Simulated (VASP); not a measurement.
A run of VASP 6.6.1:

File INCAR:

```
SYSTEM = SrTiO3
PREC = Accurate
ENCUT = 520
EDIFF = 1E-6
ISMEAR = 0
SIGMA = 0.05
LREAL = .FALSE.
LASPH = .TRUE.
NELM = 100
ALGO = Normal
ISIF = 2
LWAVE = .FALSE.
LCHARG = .FALSE.
GGA = PE
NBANDS = 51
```

Contents of KPOINTS:

```
Automatic mesh
0
G
  6 6 6
  0 0 0
```

File POSCAR:

```
SrTiO3
1.0
   -3.9364035682      0.0000000000     -3.9364035682
    0.0000000000     -3.9364035682     -3.9364035682
   -3.9364035682     -3.9364035682      0.0000000000
Sr Ti O
2 2 6
Direct
    0.0035162434      0.0035162434     -0.0035162434
    0.5035162434      0.5035162434      0.4964837566
    0.2663453501      0.2663453501      0.2336546499
    0.7663453501      0.7663453501      0.7336546499
   -0.0216957329      0.4783042671      0.0216957329
    0.4783042671     -0.0216957329      0.5216957329
   -0.0216957329      0.4783042671      0.5216957329
    0.4783042671     -0.0216957329      0.0216957329
   -0.0247688019     -0.0247688019      0.5247688019
    0.4752311981      0.4752311981      0.0247688019
```

Potentials or basis: VASP PAW PBE potentials, release 64 (Sr_sv, Ti_sv, O).

The run is started by

```bash
$ cat potpaw_PBE.64/Sr_sv/POTCAR potpaw_PBE.64/Ti_sv/POTCAR potpaw_PBE.64/O/POTCAR > POTCAR
$ mpirun -np 1 vasp_std > vasp.out
```

Hardware: 1 thread of Intel(R) Xeon(R) Platinum 8488C (Sapphire Rapids), with other jobs on the host.

Q: Estimate the wall time of this run.

A: It took 4.7 min on 1 thread of Intel(R) Xeon(R) Platinum 8488C (Sapphire Rapids) (shared host), peak memory 0.35 GiB. Counts: scf iterations 17, k points 30.
